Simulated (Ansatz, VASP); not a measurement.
Two plane-wave programs on SiC2

The input INCAR:

```
SYSTEM = SiC2
ALGO = Normal
EDIFF = 1E-6
ENCUT = 520
GGA = PE
ISIF = 2
ISMEAR = 0
ISYM = 0
IVDW = 12
LASPH = .True.
LCHARG = .False.
LREAL = .False.
LWAVE = .False.
NBANDS = 21
NELM = 60
PREC = Accurate
SIGMA = 0.01
```

The input KPOINTS:

```
k-points
0
Gamma
  12 8 8
  0 0 0
```

Contents of POSCAR:

```
SiC2
1.0
    1.6247346816      0.0000000000     -2.6317427965
   -2.4900464972     -4.3366071925     -0.0010833523
   -2.4900464972      4.3366071925     -0.0010833523
Si C
2 4
Direct
    0.8553831674      0.4528617537      0.7844697797
    0.8553831674      0.1178031130      0.1195284204
    1.0503608218      0.8401972823      0.5068639490
    0.1205141795      0.1691704719      0.5368496964
   -0.0021555155      0.5497843492      0.2164510159
    0.1205141795      0.8701830297      0.8358371386
```

Input for Ansatz:

```yaml
crystal:
  lattice:
    - [1.6247346816, 0.0, -2.6317427965]
    - [-2.4900464972, -4.3366071925, -0.0010833523]
    - [-2.4900464972, 4.3366071925, -0.0010833523]
  atoms:
    - { symbol: Si, position: [0.8553831674, 0.4528617537, 0.7844697797] }
    - { symbol: C, position: [1.0503608218, 0.8401972823, 0.506863949] }
    - { symbol: Si, position: [0.8553831674, 0.117803113, 0.1195284204] }
    - { symbol: C, position: [0.1205141795, 0.1691704719, 0.5368496964] }
    - { symbol: C, position: [-0.0021555155, 0.5497843492, 0.2164510159] }
    - { symbol: C, position: [0.1205141795, 0.8701830297, 0.8358371386] }
  symmetry: { detect: false }
basis:
  ecutwfc: 420
kpoints:
  mp_grid: { grid: [12, 8, 8] }
hamiltonian:
  xc: pbe
  dispersion: d3bj
scf:
  occupations: { method: gaussian, width: 0.01 }
output:
  forces: true
  eigenvalues: true
  stress: true
```

Alike in both runs: task single point; functional PBE; dispersion D3(BJ); k mesh 12 × 8 × 8; occupations gaussian, width 0.01 eV; no spin polarisation.

```csv
,VASP,Ansatz
version,VASP 6.6.1,Ansatz 0.2.0
potentials or method,"VASP PAW PBE potentials, release 64 (Si, C), cutoff 520 eV","scalar-relativistic, plane waves, PAW"
valence electrons in the cell,24,24
```

Ansatz gave:

* gap on the k mesh at the Fermi level (eV): 0.74
* pressure (GPa): 0.1
* rms of the force components (eV/Å): 0.002

**Question.** Which values does VASP return?

**Answer.** gap on the k mesh at the Fermi level (eV): 0.73; pressure (GPa): 0.1; rms of the force components (eV/Å): 0.016.
